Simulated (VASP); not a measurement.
Pd, 1 atom in the cell. Symmetry: Im-3m, No. 229, cubic system. The conventional cell has a = 3.165 Å, b = 3.165 Å, c = 3.165 Å, α = 90.00°, β = 90.00°, γ = 90.00°. Pd (site symmetry m-3m) has 14 Pd at 2.74 to 3.17 Å within 3.6 Å. 

| Quantity | Value |
| --- | --- |
| Program | VASP 6.6.1 |
| Task | single point |
| Functional | r2SCAN |
| Potentials or basis | VASP PAW PBE potentials, release 64 (Pd) |
| Cutoff | 520 eV |
| k mesh | 12 × 12 × 12 |
| Occupations | fermi-dirac, width 0.05 eV |
| Spin | no spin polarisation |
| Dipole correction | no |
| Further INCAR settings | ALGO = Normal; EDIFF = 1e-07; NBANDS = 11 |

Potentials or basis: VASP PAW PBE potentials, release 64 (Pd).

Run with:

```console
$ cat potpaw_PBE.64/Pd/POTCAR > POTCAR
$ cp INCAR.step1 INCAR
$ mpirun -np 1 vasp_std > vasp.out
$ cp INCAR.step2 INCAR
$ mpirun -np 1 vasp_std > vasp.out
```

Hardware: 1 thread of Intel(R) Xeon(R) Platinum 8488C (Sapphire Rapids) (shared host).

Q: Estimate the wall time of this run.

A: It took 46 s on 1 thread of Intel(R) Xeon(R) Platinum 8488C (Sapphire Rapids), on a shared host, peak memory 0.13 GiB. Counts: k points 72.
